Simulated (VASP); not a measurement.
# Hf (P6_3/mmc) in VASP: notebook

The runs below take Hf through single point, with PBE.

Program: VASP 6.6.1. These are calculated values, not measurements. Logs are shortened: lines on timing, memory, paths and dates and some standing lists are left out, and cuts for length are marked.

### Step 1. The cell of the first run

It takes space group P6_3/mmc (No. 194, hexagonal). Conventional cell: a = 3.206 Å, b = 3.206 Å, c = 5.065 Å, α = 90.00°, β = 90.00°, γ = 120.00°. Within 4.1 Å of Hf (site symmetry -6m2) lie 12 Hf at 3.14 to 3.21 Å.

### Step 2. Single point, PBE

INCAR

```
ALGO = Fast
EDIFF = 1E-6
ENCUT = 520
GGA = PE
ISIF = 2
ISMEAR = 0
LASPH = T
LCHARG = F
LREAL = F
LWAVE = F
NBANDS = 17
NELM = 100
PREC = Accurate
SIGMA = 0.05
```

KPOINTS

```
k-points
0
Gamma
  16 16 10
```

POSCAR

```
Hf
1.0
    3.2057721389      0.0000000000      0.0000000000
   -1.6028860695      2.7762801110      0.0000000000
    0.0000000000      0.0000000000      5.0654974694
Hf
2
Direct
    0.3333333333      0.6666666667      0.2500000000
    0.6666666667      0.3333333333      0.7500000000
```

Potentials or basis: VASP PAW PBE potentials, release 64 (Hf_pv).

On the command line:

```console
$ cat potpaw_PBE.64/Hf_pv/POTCAR > POTCAR
$ mpirun -np 1 vasp_std > vasp.out
```

OUTCAR:

```text
EDIFF = 1E-6
   ENCUT = 520
   GGA = PE
   ISIF = 2
   ISMEAR = 0
   LASPH = T
   LREAL = F
   NELM = 100
   PREC = Accurate

 ion  position               nearest neighbor table
   1  0.333  0.667  0.250-   2 3.14   2 3.14   2 3.14   2 3.14   2 3.14   2 3.14
   2  0.667  0.333  0.750-   1 3.14   1 3.14   1 3.14   1 3.14   1 3.14   1 3.14

  LATTYP: Found a hexagonal cell.
 ALAT       =     3.2057721389
 C/A-ratio  =     1.5801177532

  Lattice vectors:

 A1 = (   3.2057721389,   0.0000000000,   0.0000000000)
 A2 = (  -1.6028860695,   2.7762801110,   0.0000000000)
 A3 = (   0.0000000000,   0.0000000000,   5.0654974694)

Analysis of symmetry for initial positions (statically):
=====================================================================
 Subroutine PRICEL returns:
 Original cell was already a primitive cell.

 Routine SETGRP: Setting up the symmetry group for a
 hexagonal supercell.

 Subroutine GETGRP returns: Found 24 space group operations
 (whereof 12 operations were pure point group operations)
 out of a pool of 24 trial point group operations.

The static configuration has the point symmetry D_3d.
 The point group associated with its full space group is D_6h.

Analysis of symmetry for dynamics (positions and initial velocities):
=====================================================================
 Subroutine PRICEL returns:
 Original cell was already a primitive cell.

 Routine SETGRP: Setting up the symmetry group for a
 hexagonal supercell.

 Subroutine GETGRP returns: Found 24 space group operations
 (whereof 12 operations were pure point group operations)
 out of a pool of 24 trial point group operations.

The dynamic configuration has the point symmetry D_3d.
 The point group associated with its full space group is D_6h.

 Subroutine INISYM returns: Found 24 space group operations
 (whereof 12 operations are pure point group operations),
 and found     1 'primitive' translations

----------------------------------------------------------------------------------------

                                     Primitive cell

  volume of cell :      45.0835

  direct lattice vectors                    reciprocal lattice vectors
     3.205772139  0.000000000  0.000000000     0.311937330  0.180097101  0.000000000
    -1.602886070  2.776280111  0.000000000     0.000000000  0.360194202  0.000000000
[... 83 lines left out ...]
   ENCUT  =  520.0 eV  38.22 Ry    6.18 a.u.   5.96  5.96  9.42*2*pi/ulx,y,z
   NELM   =    100;   NELMIN=  2; NELMDL= -5     # of ELM steps
   EDIFF  = 0.1E-05   stopping-criterion for ELM
   LREAL  =      F    real-space projection
   EDIFFG = 0.1E-04   stopping-criterion for IOM
   NSW    =      0    number of steps for IOM
   IBRION =     -1    ionic relax: 0-MD 1-quasi-New 2-CG
   NFREE  =      0    steps in history (QN), initial steepest desc. (CG)
   ISIF   =      2    stress and relaxation
   ISYM   =      2    0-nonsym 1-usesym 2-fastsym
   POTIM  = 0.5000    time-step for ionic-motion
   TEBEG  =    0.0;   TEEND  =   0.0 temperature during run
   PSTRESS=    0.0 pullay stress
   NELECT =      20.0000    total number of electrons
   NUPDOWN=      -1.0000    fix difference up-down
   EMIN   =  10.00;   EMAX   =-10.00  energy-range for DOS
   EFERMI =   0.00;   METHOD = LEGACY
   ISMEAR =     0;   SIGMA  =   0.05  broadening in eV -4-tet -1-fermi 0-gaus
   EFERMI_NEDOS =   21; number of points for ismear=-14 and -15
   IALGO  =     68    algorithm
   IMIX   =      4    mixing-type and parameters
     AMIX     =   0.40;   BMIX     =  1.00
     AMIX_MAG =   1.60;   BMIX_MAG =  1.00
  volume/ion in A,a.u.               =      22.54       152.12
  Fermi-wavevector in a.u.,A,eV,Ry     =   1.248568  2.359451 21.210417  1.558922
  Thomas-Fermi vector in A             =   2.382648
   LORBIT       =      0    0 simple, 1 ext, 2 COOP (PROOUT), +10 PAW based schemes
   GGA     = PE    functional components
   LHFCALC =     F    Hartree Fock is set to
   AEXX    =    0.0000 exact exchange contribution
   IVDW    =     0    specifies the selected vdW correction
   LEPSILON=     F    determine dielectric tensor
   LRPA    =     F    only Hartree local field effects (RPA)
 non-spin polarized calculation
 RMM-DIIS sequential band-by-band and
 Gauss-broadening in eV      SIGMA  =   0.05
  energy-cutoff  :      520.00
  volume of cell :       45.08
 maximum number of plane-waves:      1236
 NGX is ok and might be reduce to    24
   NGX = 11   NGY = 11   NGZ = 19

 number of electron      20.0000005 magnetization

 Free energy of the ion-electron system (eV)
  ---------------------------------------------------
  ext. energy  EPLUGINS =         0.00000000
  ---------------------------------------------------
  free energy    TOTEN  =       -19.85082139 eV

  energy without entropy =      -19.84855942  energy(sigma->0) =      -19.84969041

 E-fermi :   4.8814     XC(G=0): -11.2488

 val. band max:        4.8743924434   @ k =   0.3125   0.2500   0.4000
 cond. band min:       4.8821315546   @ k =   0.1875  -0.0000   0.3000
 fundamental gap:      0.0077391112
 Fermi energy:         4.8813950701

 k-point     1 :       0.0000    0.0000    0.0000
  band No.  band energies     occupation
      1     -26.2179      2.00000
      2     -25.4912      2.00000
      3     -25.4912      2.00000
      4     -25.3707      2.00000
      5     -25.3656      2.00000
      6     -25.3656      2.00000
[... 457 lines left out ...]
      4     -25.6542      2.00000
      5     -25.5374      2.00000
      6     -25.5219      2.00000
[... 9 lines left out ...]
     16      10.7265      0.00000
     17      10.8077      0.00000

 [... further k-points ...]

------------------------ aborting loop because EDIFF is reached ----------------------------------------

  FORCE on cell =-STRESS in cart. coord.  units (eV):
  Direction    XX          YY          ZZ          XY          YZ          ZX
  --------------------------------------------------------------------------------------
  -------------------------------------------------------------------------------------
  Total       -0.1227329     -0.1227329     -0.1611189      0.0000000      0.0000000     -0.0000000
  in kB       -4.3616782     -4.3616782     -5.7258380      0.0000000      0.0000000     -0.0000000
  external PRESSURE =      -4.8163981 kB  Pullay stress =       0.0000000 kB

 VOLUME and BASIS-vectors are now :
 -----------------------------------------------------------------------------
  energy-cutoff  :      520.00
  volume of cell :       45.08
      direct lattice vectors                 reciprocal lattice vectors
     3.205772139  0.000000000  0.000000000     0.311937330  0.180097101  0.000000000
    -1.602886070  2.776280111  0.000000000     0.000000000  0.360194202  0.000000000
     0.000000000  0.000000000  5.065497469     0.000000000  0.000000000  0.197413977

 POSITION                                       TOTAL-FORCE (eV/Angst)
 -----------------------------------------------------------------------------------
     -0.00000      1.85085      1.26637        -0.000000      0.000000      0.000000
      1.60289      0.92543      3.79912         0.000000      0.000000      0.000000
 -----------------------------------------------------------------------------------
    total drift:                                0.000000     -0.000000      0.000000

  FREE ENERGIE OF THE ION-ELECTRON SYSTEM (eV)
  ---------------------------------------------------
  free  energy   TOTEN  =       -19.8508213926 eV

  energy  without entropy=      -19.8485594248  energy(sigma->0) =      -19.84969041
```

OSZICAR:

```text
N       E                     dE             d eps       ncg     rms          rms(c)
DAV:   1     0.509388409465E+02    0.50939E+02   -0.11487E+04  6160   0.112E+03
DAV:   2    -0.186561365712E+02   -0.69595E+02   -0.67701E+02  7908   0.249E+02
DAV:   3    -0.205614690963E+02   -0.19053E+01   -0.18849E+01  7821   0.274E+01
DAV:   4    -0.205772759707E+02   -0.15807E-01   -0.15796E-01  7837   0.300E+00
DAV:   5    -0.205774371772E+02   -0.16121E-03   -0.16118E-03  7862   0.266E-01    0.650E+01
RMM:   6    -0.200414528658E+02    0.53598E+00   -0.44494E-01  6140   0.404E+00    0.390E+01
RMM:   7    -0.198594606402E+02    0.18199E+00   -0.10642E+00  7031   0.621E+00    0.197E+00
RMM:   8    -0.198495159695E+02    0.99447E-02   -0.90669E-02  6743   0.215E+00    0.500E-01
RMM:   9    -0.198506842088E+02   -0.11682E-02   -0.13382E-02  8420   0.742E-01    0.415E-01
RMM:  10    -0.198508128587E+02   -0.12865E-03   -0.16257E-03  8816   0.258E-01    0.381E-01
RMM:  11    -0.198508292263E+02   -0.16368E-04   -0.22583E-04  7449   0.986E-02    0.193E-01
RMM:  12    -0.198508206955E+02    0.85308E-05   -0.90622E-05  7252   0.609E-02    0.644E-02
RMM:  13    -0.198508226583E+02   -0.19629E-05   -0.18584E-05  8910   0.274E-02    0.717E-02
RMM:  14    -0.198508222154E+02    0.44290E-06   -0.15325E-05  7022   0.230E-02    0.308E-02
RMM:  15    -0.198508213926E+02    0.82285E-06   -0.10525E-06  5209   0.695E-03
   1 F= -.19850821E+02 E0= -.19849690E+02  d E =-.226197E-02
```

stdout:

```text
POSCAR found type information on POSCAR Hf
 POSCAR found :  1 types and       2 ions
 scaLAPACK will be used
 LDA part: xc-table for (Slater+PW92), standard interpolation
 POSCAR, INCAR and KPOINTS ok, starting setup
 FFT: planning ... GRIDC
 FFT: planning ... GRID_SOFT
 FFT: planning ... GRID
 WAVECAR not read
 entering main loop
```

Run time: 2.4 min. Hardware: 1 thread of Intel Xeon 8259CL, shared host; peak memory 0.24 GiB.

What came out:

* Free energy: -19.8508 eV
* Pressure: -0.5 GPa
* Band gap on the k mesh: zero (bands 10 and 11 overlap by 1.56 eV)

Caveat: spin-orbit coupling is left out, which moves the levels of the heavy elements.

### Step 3. Single point, PBE (22.99 Å³/atom)

This run uses another cell than the first one, of 22.99 Å³/atom.

INCAR

```
SYSTEM = Hf
  PREC = Accurate
  ENCUT = 520
  EDIFF = 1E-6
  ISMEAR = 0
  SIGMA = 0.05
  LREAL = .False.
  LASPH = .True.
  NELM = 100
  ALGO = Fast
  ISIF = 2
  LWAVE = .False.
  LCHARG = .False.
  GGA = PE
  NBANDS = 17
```

KPOINTS

```
regular mesh
0
Gamma
  16 16 10
  0 0 0
```

POSCAR

```
Hf
1.0
    3.2270030367      0.0000000000      0.0000000000
   -1.6135015184      2.7946666078      0.0000000000
    0.0000000000      0.0000000000      5.0990447879
Hf
2
Direct
    0.3333333333      0.6666666667      0.2500000000
    0.6666666667      0.3333333333      0.7500000000
```

Potentials or basis: VASP PAW PBE potentials, release 64 (Hf_pv).

On the command line:

```console
$ cat potpaw_PBE.64/Hf_pv/POTCAR > POTCAR
$ mpirun -np 1 vasp_std > vasp.out
```

Run time: 2.3 min. Hardware: 1 thread of Intel Xeon 8259CL, shared host; peak memory 0.25 GiB.

Results (log left out):

```
Free energy            : -19.8427 eV
Pressure               : -2.5 GPa
Band gap on the k mesh : zero (bands 10 and 11 overlap by 1.56 eV)
```

Levels at points of the mesh, in eV from the Fermi level:
```
           k point  band 7  band 8  band 9  band 10  band 11  band 12  band 13  band 14
(0.00, 0.00, 0.00)   -7.30   -3.64    0.54     1.15     1.15     1.43     1.95     1.95
(0.50, 0.00, 0.00)   -3.32   -2.67   -2.16    -0.86     0.77     0.83     1.62     5.68
(0.00, 0.00, 0.50)   -5.37   -5.37    0.14     0.14     1.04     1.04     1.04     1.04
(0.50, 0.00, 0.50)   -3.34   -3.34   -0.95    -0.95     1.07     1.07     2.56     2.56
```

Caveat: spin-orbit coupling is left out, which moves the levels of the heavy elements.

### Step 4. Single point, PBE (23.44 Å³/atom)

This run uses another cell than the first one, of 23.44 Å³/atom.

INCAR

```
  PREC = Accurate
  ENCUT = 520
  EDIFF = 1E-7
  ISMEAR = 0
  SIGMA = 0.05
  LREAL = F
  LASPH = T
  NELM = 60
  ALGO = Fast
  ISIF = 2
  LWAVE = F
  LCHARG = F
  GGA = PE
  NBANDS = 17
```

KPOINTS

```
Automatic mesh
0
Gamma
  16 16 10
```

POSCAR

```
Hf
1.0
    3.2479581890      0.0000000000      0.0000000000
   -1.6239790945      2.8128143021      0.0000000000
    0.0000000000      0.0000000000      5.1321563962
Hf
2
Direct
    0.3333333333      0.6666666667      0.2500000000
    0.6666666667      0.3333333333      0.7500000000
```

On the command line:

```console
$ cat potpaw_PBE.64/Hf_pv/POTCAR > POTCAR
$ mpirun -np 1 vasp_std > vasp.out
```

It took 2.1 min on 1 thread of Intel Xeon 8259CL, shared host; peak memory 0.25 GiB.

The run converged. Its results:

- Free energy: -19.8236 eV
- Pressure: -4.3 GPa
- Band gap on the k mesh: zero (bands 10 and 11 overlap by 1.56 eV)

Levels at points of the mesh, in eV from the Fermi level:
| k point | band 7 | band 8 | band 9 | band 10 | band 11 | band 12 | band 13 | band 14 |
| --- | --- | --- | --- | --- | --- | --- | --- | --- |
| (0.00, 0.00, 0.00) | -7.24 | -3.58 | 0.48 | 1.14 | 1.14 | 1.42 | 1.92 | 1.92 |
| (0.50, 0.00, 0.00) | -3.29 | -2.60 | -2.10 | -0.89 | 0.77 | 0.80 | 1.58 | 5.55 |
| (0.00, 0.00, 0.50) | -5.34 | -5.34 | 0.15 | 0.15 | 1.04 | 1.04 | 1.04 | 1.04 |
| (0.50, 0.00, 0.50) | -3.28 | -3.28 | -0.93 | -0.93 | 1.02 | 1.02 | 2.52 | 2.52 |

Caveat: the cell stands under tension; spin-orbit coupling is left out, which moves the levels of the heavy elements.

### Step 5. Single point, PBE (21.64 Å³/atom)

This run uses another cell than the first one, of 21.64 Å³/atom.

INCAR

```
SYSTEM = Hf
ALGO = Normal
EDIFF = 1E-6
ENCUT = 520
GGA = PE
ISIF = 2
ISMEAR = 0
LASPH = .True.
LCHARG = .False.
LREAL = .False.
LWAVE = .False.
NBANDS = 17
NELM = 60
PREC = Accurate
SIGMA = 0.05
```

KPOINTS

```
k-points
0
Gamma
  16 16 10
  0 0 0
```

POSCAR

```
Hf
1.0
    3.1624455826      0.0000000000      0.0000000000
   -1.5812227913      2.7387582126      0.0000000000
    0.0000000000      0.0000000000      4.9970364087
Hf
2
Direct
    0.3333333333      0.6666666667      0.2500000000
    0.6666666667      0.3333333333      0.7500000000
```

On the command line:

```console
$ cat potpaw_PBE.64/Hf_pv/POTCAR > POTCAR
$ mpirun -np 1 vasp_std > vasp.out
```

Wall time 2 min (1 thread of Intel Xeon 8259CL, shared host); peak memory 0.24 GiB.

Results (log left out):

```yaml
Free_energy: -19.8303 eV
Pressure: 4.2 GPa
Band_gap_on_the_k_mesh: zero (bands 10 and 11 overlap by 1.54 eV)
```

Levels at points of the mesh, in eV from the Fermi level:
| k point | band 6 | band 7 | band 8 | band 9 | band 10 | band 11 | band 12 | band 13 | band 14 | band 15 |
| --- | --- | --- | --- | --- | --- | --- | --- | --- | --- | --- |
| (0.00, 0.00, 0.00) | -30.09 | -7.50 | -3.82 | 0.77 | 1.18 | 1.18 | 1.49 | 2.04 | 2.04 | 2.69 |
| (0.50, 0.00, 0.00) | -30.19 | -3.41 | -2.88 | -2.34 | -0.76 | 0.77 | 0.92 | 1.75 | 6.10 | 6.64 |
| (0.00, 0.00, 0.50) | -30.16 | -5.46 | -5.46 | 0.14 | 0.14 | 1.06 | 1.06 | 1.06 | 1.06 | 4.96 |
| (0.50, 0.00, 0.50) | -30.31 | -3.52 | -3.52 | -1.05 | -1.05 | 1.28 | 1.28 | 2.71 | 2.71 | 6.32 |

Caveat: the cell stands under pressure; spin-orbit coupling is left out, which moves the levels of the heavy elements.

### Step 6. Single point, PBE (22.09 Å³/atom)

This run uses another cell than the first one, of 22.09 Å³/atom.

INCAR

```
SYSTEM = Hf
ALGO     = Fast           ! electronic algorithm
EDIFF    = 1E-6           ! SCF threshold, eV
ENCUT    = 520            ! plane-wave cutoff, eV
GGA      = PE             ! functional
ISIF     = 2              ! what is computed and relaxed
ISMEAR   = 0              ! smearing method
LASPH    = .TRUE.         ! aspherical terms in the spheres
LCHARG   = .FALSE.        ! write CHGCAR
LREAL    = .FALSE.        ! projectors in reciprocal space
LWAVE    = .FALSE.        ! write WAVECAR
NBANDS   = 17             ! bands
NELM     = 60             ! most SCF steps
PREC     = Accurate       ! precision mode
SIGMA    = 0.05           ! smearing width, eV
```

KPOINTS

```
k-points
0
G
  16 16 10
  0 0 0
```

POSCAR

```
Hf
1.0
    3.1842562413      0.0000000000      0.0000000000
   -1.5921281207      2.7576467971      0.0000000000
    0.0000000000      0.0000000000      5.0314998177
Hf
2
Direct
    0.3333333333      0.6666666667      0.2500000000
    0.6666666667      0.3333333333      0.7500000000
```

Potentials or basis: VASP PAW PBE potentials, release 64 (Hf_pv).

On the command line:

```console
$ cat potpaw_PBE.64/Hf_pv/POTCAR > POTCAR
$ mpirun -np 1 vasp_std > vasp.out
```

Run time: 2.5 min. Hardware: 1 thread of Intel Xeon 8259CL, shared host; peak memory 0.24 GiB.

The run converged. Its results:

* Free energy: -19.8471 eV
* Pressure: 1.7 GPa
* Band gap on the k mesh: zero (bands 10 and 11 overlap by 1.55 eV)

Stress tensor (GPa, compression positive):
```
1.80 0.00 0.00
0.00 1.80 0.00
0.00 0.00 1.64
```

Levels at points of the mesh, in eV from the Fermi level:
```tsv
k point	band 8	band 9	band 10	band 11	band 12	band 13
(0.00, 0.00, 0.00)	-3.76	0.68	1.17	1.17	1.47	2.01
(0.50, 0.00, 0.00)	-2.80	-2.28	-0.80	0.77	0.88	1.70
(0.00, 0.00, 0.50)	-5.43	0.14	0.14	1.06	1.06	1.06
(0.50, 0.00, 0.50)	-3.46	-1.01	-1.01	1.21	1.21	2.66
```

Caveat: spin-orbit coupling is left out, which moves the levels of the heavy elements.

### Step 7. Summary

| cell | gap on the mesh (eV) | pressure (GPa) |
| --- | --- | --- |
| a = 3.206, b = 3.206, c = 5.065 Å, angles 90.0, 90.0, 120.0°, 2 atoms | none | -0.5 |
| a = 3.227, b = 3.227, c = 5.099 Å, angles 90.0, 90.0, 120.0°, 2 atoms | none | -2.5 |
| a = 3.248, b = 3.248, c = 5.132 Å, angles 90.0, 90.0, 120.0°, 2 atoms | none | -4.3 |
| a = 3.162, b = 3.162, c = 4.997 Å, angles 90.0, 90.0, 120.0°, 2 atoms | none | 4.2 |
| a = 3.184, b = 3.184, c = 5.031 Å, angles 90.0, 90.0, 120.0°, 2 atoms | none | 1.7 |

Alike in all rows: task single point; level PBE; potentials or basis VASP PAW PBE potentials, release 64 (Hf_pv); no spin polarisation; k mesh 16 × 16 × 10; cutoff (eV) 520; smearing gaussian 0.05 eV.

Caveats: spin-orbit coupling is left out, which moves the levels of the heavy elements; the cell stands under tension (at least some runs); the cell stands under pressure (at least some runs).

Total energies depend on the potentials used, so only differences within one code and one set of settings carry meaning.
